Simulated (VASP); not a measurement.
Wanted: the native input for a VASP 6.6.1 run.

| Quantity | Value |
| --- | --- |
| Task | single point |
| Functional | PBE |
| Potentials or basis | VASP PAW PBE potentials, release 64 (In_d, As) |
| Cutoff | 520 eV |
| k mesh | 4 × 4 × 1 |
| Occupations | gaussian, width 0.1 eV |
| Spin | no spin polarisation |
| Dipole correction | no |
| Further INCAR settings | ALGO = Normal; EDIFF = 1e-06; NBANDS = 66 |

The structure of InAs lies in POSCAR:

```
InAs
1.0
    2.8634240600     -2.9864668800      0.0000000000
    2.8634240600      2.9864668800      0.0000000000
    0.0000000000      0.0000000000     16.9504394500
In As
6 6
Direct
    0.5865140000      0.4134860000      0.0902820100
    0.0468279900      0.9531720100      0.7500000000
    0.5865140000      0.4134860000      0.4097179900
    0.9531720100      0.0468279900      0.2500000000
    0.4134860000      0.5865140000      0.5902820100
    0.4134860000      0.5865140000      0.9097179900
    0.0760980100      0.9239019900      0.0695509800
    0.4427390100      0.5572609900      0.2500000000
    0.9239019900      0.0760980100      0.9304490200
    0.5572609900      0.4427390100      0.7500000000
    0.9239019900      0.0760980100      0.5695509800
    0.0760980100      0.9239019900      0.4304490200
```

These files were run (other wordings do the same):

INCAR

```
ALGO = Normal ; EDIFF = 1E-6
ENCUT = 520 ; GGA = PE
ISIF = 2 ; ISMEAR = 0
LASPH = True ; LCHARG = False
LREAL = False ; LWAVE = False
NBANDS = 66 ; NELM = 100
PREC = Accurate ; SIGMA = 0.1
```

KPOINTS

```
k-points
0
Gamma
  4 4 1
```

Potentials or basis: VASP PAW PBE potentials, release 64 (In_d, As).

Launch:

```sh
$ cat potpaw_PBE.64/In_d/POTCAR potpaw_PBE.64/As/POTCAR > POTCAR
$ mpirun -np 1 vasp_std > vasp.out
```

It gave:

```yaml
Pressure: 0.0 GPa
Largest_force: 0.211 eV/Å
Band_gap_on_the_k_mesh: zero (band 54 reaches 6.70 eV, above the bottom of band 55 at 4.08 eV)
```

Caveat: the k points lie up to 0.38 Å⁻¹ apart; spin-orbit coupling is left out, which moves the levels of the heavy elements.

Run time: 2.7 min on 1 thread of Intel(R) Xeon(R) Platinum 8259CL CPU @ 2.50GHz (Skylake/Cascade Lake), on a shared host, peak memory 0.39 GiB.
